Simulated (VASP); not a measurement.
# Ag (Fm-3m) in VASP: a series of runs

Runs on Ag. Level: PBE. Tasks: single point.

All numbers are computed with VASP 6.6.1; they aren't measurements. Logs are shortened: lines on timing, memory, paths and dates and some standing lists are left out, and cuts for length are marked.

## (1) The cell of the first run

Symmetry: Fm-3m, No. 225, cubic system. The conventional cell has a = 4.147 Å, b = 4.147 Å, c = 4.147 Å, α = 90.00°, β = 90.00°, γ = 90.00°. Within 3.9 Å of Ag (site symmetry m-3m) lie 12 Ag at 2.93 Å.

## (2) Single point, PBE

Contents of INCAR:

```
PREC = Accurate
ENCUT = 520
EDIFF = 1E-7
ISMEAR = -1
SIGMA = 0.1
LREAL = F
LASPH = T
NELM = 100
ALGO = Normal
ISIF = 2
LWAVE = F
LCHARG = T
GGA = PE
LELF = T
LVHAR = T
NBANDS = 12
```

Contents of KPOINTS:

```
regular mesh
0
Gamma
  14 14 14
```

Contents of POSCAR:

```
Ag
1.0
    0.0000000000      2.0734381516      2.0734381516
    2.0734381516      0.0000000000      2.0734381516
    2.0734381516      2.0734381516      0.0000000000
Ag
1
Direct
    0.0000000000      0.0000000000      0.0000000000
```

Potentials or basis: VASP PAW PBE potentials, release 64 (Ag).

Run with:

```console
cat potpaw_PBE.64/Ag/POTCAR > POTCAR
mpirun -np 1 vasp_std > vasp.out
```

OUTCAR:

```text
PREC = Accurate
   ENCUT = 520
   EDIFF = 1E-7
   ISMEAR = -1
   LREAL = F
   LASPH = T
   NELM = 100
   ISIF = 2
   GGA = PE

 ion  position               nearest neighbor table
   1  0.000  0.000  0.000-

  LATTYP: Found a face centered cubic cell.
 ALAT       =     4.1468763032

  Lattice vectors:

 A1 = (   0.0000000000,   2.0734381516,   2.0734381516)
 A2 = (   2.0734381516,   0.0000000000,   2.0734381516)
 A3 = (   2.0734381516,   2.0734381516,   0.0000000000)

Analysis of symmetry for initial positions (statically):
=====================================================================
 Subroutine PRICEL returns:
 Original cell was already a primitive cell.

 Routine SETGRP: Setting up the symmetry group for a
 face centered cubic supercell.

 Subroutine GETGRP returns: Found 48 space group operations
[... 9 lines left out ...]

 Routine SETGRP: Setting up the symmetry group for a
 face centered cubic supercell.

 Subroutine GETGRP returns: Found 48 space group operations
[... 11 lines left out ...]
                                     Primitive cell

  volume of cell :      17.8280

  direct lattice vectors                    reciprocal lattice vectors
     0.000000000  2.073438152  2.073438152    -0.241145365  0.241145365  0.241145365
     2.073438152  0.000000000  2.073438152     0.241145365 -0.241145365  0.241145365
     2.073438152  2.073438152  0.000000000     0.241145365  0.241145365 -0.241145365

  length of vectors
     2.932284355  2.932284355  2.932284355     0.417676024  0.417676024  0.417676024

  position of ions in fractional coordinates (direct lattice)
     0.000000000  0.000000000  0.000000000

  ion indices of the primitive-cell ions
   primitive index   ion index
                 1           1

----------------------------------------------------------------------------------------

 KPOINTS: regular mesh

Automatic generation of k-mesh.
 Grid dimensions read from file:
 generate k-points for:   14   14   14

 Generating k-lattice:

  Cartesian coordinates                     Fractional coordinates (reciprocal lattice)
    -0.017224669  0.017224669  0.017224669     0.071428571  0.000000000  0.000000000
     0.017224669 -0.017224669  0.017224669     0.000000000  0.071428571  0.000000000
     0.017224669  0.017224669 -0.017224669     0.000000000  0.000000000  0.071428571

  Length of vectors
     0.029834002  0.029834002  0.029834002

  Shift w.r.t. Gamma in fractional coordinates (k-lattice)
     0.000000000  0.000000000  0.000000000

 Subroutine IBZKPT returns following result:
 ===========================================

 Found    104 irreducible k-points:

 Following reciprocal coordinates:
            Coordinates               Weight
  0.000000  0.000000  0.000000      1.000000
  0.071429  0.000000  0.000000      8.000000
  0.142857  0.000000  0.000000      8.000000
  0.214286  0.000000  0.000000      8.000000
  0.285714  0.000000  0.000000      8.000000
  0.357143  0.000000  0.000000      8.000000
[... 16 lines left out ...]
  0.214286  0.142857  0.000000     24.000000
  0.285714  0.142857  0.000000     24.000000
 [... further k-points ...]
   k-points           NKPTS =    104   k-points in BZ     NKDIM =    104   number of bands    NBANDS=     12
   number of dos      NEDOS =    301   number of ions     NIONS =      1
   total plane-waves  NPLWV =  13824
   dimension x,y,z NGX =    24 NGY =   24 NGZ =   24
   dimension x,y,z NGXF=    48 NGYF=   48 NGZF=   48
   ions per type =               1
   NGX,Y,Z   is equivalent  to a cutoff of  13.61, 13.61, 13.61 a.u.
   NGXF,Y,Z  is equivalent  to a cutoff of  27.21, 27.21, 27.21 a.u.
 SYSTEM =  unknown system
   PREC   = accura    normal or accurate (medium, high low for compatibility)
   ISTART =      0    job   : 0-new  1-cont  2-samecut
   ICHARG =      2    charge: 1-file 2-atom 10-const
   ISPIN  =      1    spin polarized calculation?
   LNONCOLLINEAR =      F non collinear calculations
   LSORBIT =      F    spin-orbit coupling
   LASPH  =      T    aspherical Exc in radial PAW
   ENCUT  =  520.0 eV  38.22 Ry    6.18 a.u.   5.45  5.45  5.45*2*pi/ulx,y,z
   NELM   =    100;   NELMIN=  2; NELMDL= -5     # of ELM steps
   EDIFF  = 0.1E-06   stopping-criterion for ELM
   LREAL  =      F    real-space projection
   EDIFFG = 0.1E-05   stopping-criterion for IOM
   NSW    =      0    number of steps for IOM
   IBRION =     -1    ionic relax: 0-MD 1-quasi-New 2-CG
   NFREE  =      0    steps in history (QN), initial steepest desc. (CG)
   ISIF   =      2    stress and relaxation
   ISYM   =      2    0-nonsym 1-usesym 2-fastsym
   POTIM  = 0.5000    time-step for ionic-motion
   TEBEG  =    0.0;   TEEND  =   0.0 temperature during run
   PSTRESS=    0.0 pullay stress
   NELECT =      11.0000    total number of electrons
   NUPDOWN=      -1.0000    fix difference up-down
   EMIN   =  10.00;   EMAX   =-10.00  energy-range for DOS
   EFERMI =   0.00;   METHOD = LEGACY
   ISMEAR =    -1;   SIGMA  =   0.10  broadening in eV -4-tet -1-fermi 0-gaus
   EFERMI_NEDOS =   21; number of points for ismear=-14 and -15
   IALGO  =     38    algorithm
   IMIX   =      4    mixing-type and parameters
     AMIX     =   0.40;   BMIX     =  1.00
     AMIX_MAG =   1.60;   BMIX_MAG =  1.00
  volume/ion in A,a.u.               =      17.83       120.31
  Fermi-wavevector in a.u.,A,eV,Ry     =   1.393706  2.633723 26.428197  1.942418
  Thomas-Fermi vector in A             =   2.517327
   LORBIT       =      0    0 simple, 1 ext, 2 COOP (PROOUT), +10 PAW based schemes
   GGA     = PE    functional components
   LHFCALC =     F    Hartree Fock is set to
   AEXX    =    0.0000 exact exchange contribution
   IVDW    =     0    specifies the selected vdW correction
   LEPSILON=     F    determine dielectric tensor
   LRPA    =     F    only Hartree local field effects (RPA)
 non-spin polarized calculation
  energy-cutoff  :      520.00
  volume of cell :       17.83
 maximum number of plane-waves:       531
 NGX is ok and might be reduce to    24
   NGX = 11   NGY = 11   NGZ = 11

 number of electron      11.0000000 magnetization

 Free energy of the ion-electron system (eV)
  ---------------------------------------------------
  ext. energy  EPLUGINS =         0.00000000
  ---------------------------------------------------
  free energy    TOTEN  =        -2.72203473 eV

  energy without entropy =       -2.71249237  energy(sigma->0) =       -2.71726355

 E-fermi :   7.7739     XC(G=0): -11.9454

 val. band max:        7.5608140397   @ k =   0.4286   0.3571   0.0000
 cond. band min:       7.7987924313   @ k =   0.5000   0.2143   0.0714
 fundamental gap:      0.2379783915
 Fermi energy:         7.7738663476

 k-point     1 :       0.0000    0.0000    0.0000
  band No.  band energies     occupation
      1       0.3798      2.00000
      2       3.1761      2.00000
      3       3.1761      2.00000
      4       3.1761      2.00000
      5       4.1310      2.00000
      6       4.1310      2.00000
      7      23.7466      0.00000
      8      27.0609      0.00000
      9      27.0609      0.00000
     10      27.0609      0.00000
     11      31.7618      0.00000
     12      32.6262      0.00000

 k-point     2 :       0.0714    0.0000    0.0000
  band No.  band energies     occupation
      1       0.5332      2.00000
      2       3.1435      2.00000
      3       3.2167      2.00000
      4       3.2167      2.00000
      5       4.1162      2.00000
      6       4.1162      2.00000
      7      23.7310      0.00000
      8      25.8049      0.00000
      9      27.1008      0.00000
     10      27.1008      0.00000
     11      31.5699      0.00000
     12      32.4756      0.00000

 k-point     3 :       0.1429    0.0000    0.0000
  band No.  band energies     occupation
      1       0.9627      2.00000
      2       3.0874      2.00000
      3       3.3102      2.00000
      4       3.3102      2.00000
      5       4.0999      2.00000
      6       4.0999      2.00000
      7      22.5796      0.00000
      8      24.6289      0.00000
      9      27.1615      0.00000
     10      27.1615      0.00000
     11      30.5107      0.00000
     12      31.8953      0.00000

 k-point     4 :       0.2143    0.0000    0.0000
  band No.  band energies     occupation
      1       1.5109      2.00000
      2       3.1913      2.00000
      3       3.3698      2.00000
      4       3.3698      2.00000
      5       4.1650      2.00000
      6       4.1650      2.00000
      7      19.9983      0.00000
      8      24.4475      0.00000
      9      27.0715      0.00000
     10      27.0715      0.00000
     11      30.0924      0.00000
     12      31.0223      0.00000

 k-point     5 :       0.2857    0.0000    0.0000
  band No.  band energies     occupation
      1       1.8019      2.00000
      2       3.3343      2.00000
      3       3.3343      2.00000
      4       3.8550      2.00000
      5       4.3583      2.00000
      6       4.3583      2.00000
      7      17.2741      0.00000
      8      24.0276      0.00000
      9      26.6476      0.00000
     10      26.6476      0.00000
     11      30.3794      0.00000
     12      30.3794      0.00000
[... 228 lines left out ...]
      1       0.7810      2.00000
      2       3.0757      2.00000
      3       3.2731      2.00000
      4       3.3042      2.00000
      5       4.0383      2.00000
      6       4.1616      2.00000
      7      23.5909      0.00000
      8      24.6463      0.00000
      9      26.3267      0.00000
     10      27.8019      0.00000
     11      30.4813      0.00000
     12      32.5633      0.00000

 k-point    22 :       0.1429    0.1429    0.0000
  band No.  band energies     occupation
      1       1.1605      2.00000
      2       2.8899      2.00000
      3       3.4585      2.00000
      4       3.4585      2.00000
      5       3.8824      2.00000
      6       4.2581      2.00000
      7      23.9179      0.00000
      8      24.9586      0.00000
      9      24.9586      0.00000
     10      25.1046      0.00000
     11      30.3116      0.00000
     12      32.6708      0.00000

 k-point    23 :       0.2143    0.1429    0.0000
  band No.  band energies     occupation
      1       1.6078      2.00000
      2       2.7719      2.00000
      3       3.5255      2.00000
      4       3.5864      2.00000
      5       3.9464      2.00000
      6       4.3355      2.00000
      7      22.2073      0.00000
      8      24.1381      0.00000
      9      24.2011      0.00000
     10      25.8947      0.00000
     11      28.7276      0.00000
     12      32.6868      0.00000

 k-point    24 :       0.2857    0.1429    0.0000
  band No.  band energies     occupation
      1       2.0389      2.00000
      2       2.8026      2.00000
      3       3.3949      2.00000
      4       3.6346      2.00000
      5       4.4540      2.00000
      6       4.4881      2.00000
      7      19.4696      0.00000
      8      23.5093      0.00000
      9      23.8938      0.00000
     10      25.8008      0.00000
     11      28.9249      0.00000
     12      32.4362      0.00000

 [... further k-points ...]

------------------------ aborting loop because EDIFF is reached ----------------------------------------

  FORCE on cell =-STRESS in cart. coord.  units (eV):
  Direction    XX          YY          ZZ          XY          YZ          ZX
  --------------------------------------------------------------------------------------
  -------------------------------------------------------------------------------------
  Total       -0.0002984     -0.0002984     -0.0002984      0.0000000      0.0000000      0.0000000
  in kB       -0.0268148     -0.0268148     -0.0268148      0.0000000      0.0000000      0.0000000
  external PRESSURE =      -0.0268148 kB  Pullay stress =       0.0000000 kB

 VOLUME and BASIS-vectors are now :
 -----------------------------------------------------------------------------
  energy-cutoff  :      520.00
  volume of cell :       17.83
      direct lattice vectors                 reciprocal lattice vectors
     0.000000000  2.073438152  2.073438152    -0.241145365  0.241145365  0.241145365
     2.073438152  0.000000000  2.073438152     0.241145365 -0.241145365  0.241145365
     2.073438152  2.073438152  0.000000000     0.241145365  0.241145365 -0.241145365

 POSITION                                       TOTAL-FORCE (eV/Angst)
 -----------------------------------------------------------------------------------
      0.00000      0.00000      0.00000         0.000000      0.000000      0.000000
 -----------------------------------------------------------------------------------
    total drift:                               -0.000000      0.000000     -0.000000

  FREE ENERGIE OF THE ION-ELECTRON SYSTEM (eV)
  ---------------------------------------------------
  free  energy   TOTEN  =        -2.7220347331 eV

  energy  without entropy=       -2.7124923696  energy(sigma->0) =       -2.71726355
```

Run time: 25 s. Hardware: 1 thread of Intel Xeon 8259CL, shared host; peak memory 0.15 GiB.

What came out:

```yaml
Free_energy: -2.7220 eV
Pressure: 0.0 GPa
```

## (3) Single point, PBE

Contents of INCAR:

```
ALGO = Normal ; EDIFF = 1E-6
ENCUT = 520 ; GGA = PE
ISIF = 2 ; ISMEAR = -1
LASPH = T ; LCHARG = F
LREAL = F ; LWAVE = F
NBANDS = 12 ; NELM = 100
PREC = Accurate ; SIGMA = 0.1
```

Contents of KPOINTS:

```
k-points
0
Gamma
  19 19 19
```

POSCAR is that of step 2.

Potentials or basis: VASP PAW PBE potentials, release 64 (Ag).

Run with:

```console
cat potpaw_PBE.64/Ag/POTCAR > POTCAR
mpirun -np 1 vasp_std > vasp.out
```

OUTCAR:

```text
EDIFF = 1E-6
   ENCUT = 520
   GGA = PE
   ISIF = 2
   ISMEAR = -1
   LASPH = T
   LREAL = F
   NELM = 100
   PREC = Accurate

 ion  position               nearest neighbor table
   1  0.000  0.000  0.000-

  LATTYP: Found a face centered cubic cell.
 ALAT       =     4.1468763032

  Lattice vectors:

 A1 = (   0.0000000000,   2.0734381516,   2.0734381516)
 A2 = (   2.0734381516,   0.0000000000,   2.0734381516)
 A3 = (   2.0734381516,   2.0734381516,   0.0000000000)

Analysis of symmetry for initial positions (statically):
=====================================================================
 Subroutine PRICEL returns:
 Original cell was already a primitive cell.

 Routine SETGRP: Setting up the symmetry group for a
 face centered cubic supercell.

 Subroutine GETGRP returns: Found 48 space group operations
[... 9 lines left out ...]

 Routine SETGRP: Setting up the symmetry group for a
 face centered cubic supercell.

 Subroutine GETGRP returns: Found 48 space group operations
[... 11 lines left out ...]
                                     Primitive cell

  volume of cell :      17.8280

  direct lattice vectors                    reciprocal lattice vectors
[... 144 lines left out ...]
      3       3.1749      2.00000
      4       3.1749      2.00000
      5       4.1296      2.00000
      6       4.1296      2.00000
      7      23.7466      0.00000
      8      27.0609      0.00000
      9      27.0609      0.00000
     10      27.0609      0.00000
     11      31.7627      0.00000
     12      32.6257      0.00000
[... 331 lines left out ...]
 k-point    24 :      -0.2632    0.0526    0.0000
  band No.  band energies     occupation
      1       1.8551      2.00000
      2       3.3084      2.00000
      3       3.3686      2.00000
      4       3.6544      2.00000
      5       4.2170      2.00000
      6       4.6202      2.00000
      7      17.5186      0.00000
      8      23.6580      0.00000
      9      25.6597      0.00000
     10      27.9262      0.00000
     11      29.5343      0.00000
     12      29.8264      0.00000

 [... further k-points ...]

------------------------ aborting loop because EDIFF is reached ----------------------------------------

  FORCE on cell =-STRESS in cart. coord.  units (eV):
  Direction    XX          YY          ZZ          XY          YZ          ZX
  --------------------------------------------------------------------------------------
  -------------------------------------------------------------------------------------
  Total       -0.0013036     -0.0013036     -0.0013036      0.0000000      0.0000000     -0.0000000
  in kB       -0.1171500     -0.1171500     -0.1171500      0.0000000      0.0000000     -0.0000000
  external PRESSURE =      -0.1171500 kB  Pullay stress =       0.0000000 kB

 VOLUME and BASIS-vectors are now :
 -----------------------------------------------------------------------------
  energy-cutoff  :      520.00
  volume of cell :       17.83
      direct lattice vectors                 reciprocal lattice vectors
     0.000000000  2.073438152  2.073438152    -0.241145365  0.241145365  0.241145365
     2.073438152  0.000000000  2.073438152     0.241145365 -0.241145365  0.241145365
     2.073438152  2.073438152  0.000000000     0.241145365  0.241145365 -0.241145365

 POSITION                                       TOTAL-FORCE (eV/Angst)
 -----------------------------------------------------------------------------------
      0.00000      0.00000      0.00000         0.000000      0.000000      0.000000
 -----------------------------------------------------------------------------------
    total drift:                                0.000000      0.000000     -0.000000

  FREE ENERGIE OF THE ION-ELECTRON SYSTEM (eV)
  ---------------------------------------------------
  free  energy   TOTEN  =        -2.7204164014 eV

  energy  without entropy=       -2.7093580605  energy(sigma->0) =       -2.71488723
```

Run time: 43 s. Hardware: 1 thread of Intel Xeon 8259CL, shared host; peak memory 0.17 GiB.

Results:

```
Free energy : -2.7204 eV
Pressure    : 0.0 GPa
```

Levels at points of the mesh, in eV from the Fermi level:
| k point | band 3 | band 4 | band 5 | band 6 | band 7 | band 8 | band 9 | band 10 |
| --- | --- | --- | --- | --- | --- | --- | --- | --- |
| (0.00, 0.00, 0.00) | -4.70 | -4.70 | -3.75 | -3.75 | 15.87 | 19.18 | 19.18 | 19.18 |

(Continued in part 2 of 2.)
